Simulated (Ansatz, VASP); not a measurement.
## Two plane-wave programs on Se

INCAR

```
PREC = Accurate
ENCUT = 520
EDIFF = 1E-6
ISMEAR = 0
SIGMA = 0.05
LREAL = False
LASPH = True
NELM = 60
ALGO = Normal
ISIF = 2
LWAVE = False
LCHARG = True
GGA = PE
IVDW = 12
LELF = True
LVHAR = True
NBANDS = 16
```

File KPOINTS:

```
Automatic mesh
0
Gamma
  9 9 8
```

POSCAR

```
Se
1.0
    4.1383419910      0.0000000000      0.0000000000
   -2.0691709955      3.5839092938      0.0000000000
    0.0000000000      0.0000000000      4.9552507000
Se
3
Direct
    0.2473450691      0.0000000000      0.3333333333
    0.0000000000      0.2473450691      0.6666666667
    0.7526549309      0.7526549309      0.0000000000
```

Input for Ansatz:

```yaml
crystal:
  lattice:
    - [4.138341991, 0.0, 0.0]
    - [-2.0691709955, 3.5839092938, 0.0]
    - [0.0, 0.0, 4.9552507]
  atoms:
    - { symbol: Se, position: [0.2473450691, 0.0, 0.3333333333] }
    - { symbol: Se, position: [0.0, 0.2473450691, 0.6666666667] }
    - { symbol: Se, position: [0.7526549309, 0.7526549309, 0.0] }
basis:
  ecutwfc: 420
kpoints:
  mp_grid: { grid: [9, 9, 8] }
hamiltonian:
  xc: pbe
  dispersion: d3bj
scf:
  occupations: { method: gaussian, width: 0.05 }
output:
  forces: true
  stress: true
  eigenvalues: true
```

Alike in both runs: task single point; functional PBE; dispersion D3(BJ); k mesh 9 × 9 × 8; occupations gaussian, width 0.05 eV; no spin polarisation.

|  | VASP | Ansatz |
| --- | --- | --- |
| version | VASP 6.6.1 | Ansatz 0.2.0 |
| potentials or method | VASP PAW PBE potentials, release 64 (Se), cutoff 520 eV | scalar-relativistic, plane waves, PAW |
| valence electrons in the cell | 18 | 48 |

|  | VASP | Ansatz | Ansatz less VASP |
| --- | --- | --- | --- |
| gap on the k mesh at the Fermi level (eV) | 0.71 | 0.71 | 0.000 |
| least direct gap on the mesh (eV) | 0.93 | 0.93 | +0.009 |
| pressure (GPa) | 1.2 | 1.0 | -0.11 |
| traceless stress, the component that is largest in VASP (GPa) | 1.48 | 1.44 | -0.038 |
| rms of the force components (eV/Å) | 0.036 | 0.022 | -0.0137 |

Atom by atom the forces differ by 0.014 eV/Å (rms over components). VASP's potentials hold 18 valence electrons a cell and Ansatz's 48, so a difference there can come from the potentials and not from the codes.
